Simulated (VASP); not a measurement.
Input of a VASP 6.6.1 run:

POSCAR

```
CdF2
1.0
    0.0000000000      2.6825809959      2.6825809959
    2.6825809959      0.0000000000      2.6825809959
    2.6825809959      2.6825809959      0.0000000000
Cd F
1 2
Direct
    0.0000000000      0.0000000000      0.0000000000
    0.2500000000      0.2500000000      0.2500000000
    0.7500000000      0.7500000000      0.7500000000
```

Contents of INCAR.step1:

```
ALGO = Normal
EDIFF = 1E-5
ENCUT = 770
GGA = PE
GGA_COMPAT = F
ISMEAR = 0
LASPH = T
LCHARG = F
LREAL = F
LWAVE = T
NBANDS = 24
NELM = 120
PREC = Accurate
SIGMA = 0.01
```

File INCAR.step2:

```
ALGO = Normal
EDIFF = 1E-6
ENCUT = 770
GGA_COMPAT = F
ISIF = 2
ISMEAR = 0
ISTART = 1
LASPH = T
LCHARG = F
LMIXTAU = T
LREAL = F
LWAVE = F
METAGGA = R2SCAN
NBANDS = 24
NELM = 120
PREC = Accurate
SIGMA = 0.01
```

KPOINTS

```
k-points
0
Gamma
  8 8 8
```

Potentials or basis: VASP PAW PBE potentials, release 64 (Cd_sv_GW, F).

Run with:

```bash
$ cat potpaw_PBE.64/Cd_sv_GW/POTCAR potpaw_PBE.64/F/POTCAR > POTCAR
$ cp INCAR.step1 INCAR
$ mpirun -np 1 vasp_std > vasp.out
$ cp INCAR.step2 INCAR
$ mpirun -np 1 vasp_std > vasp.out
```

(1) What does it give for the band gap on the k mesh?

(2) Estimate the pressure.

Answers

(1) 3.84 eV (least direct gap 4.34 eV).

(2) 1.1 GPa.

Caveat: the PAW data sets were made with another functional, which shifts forces and pressure a little.
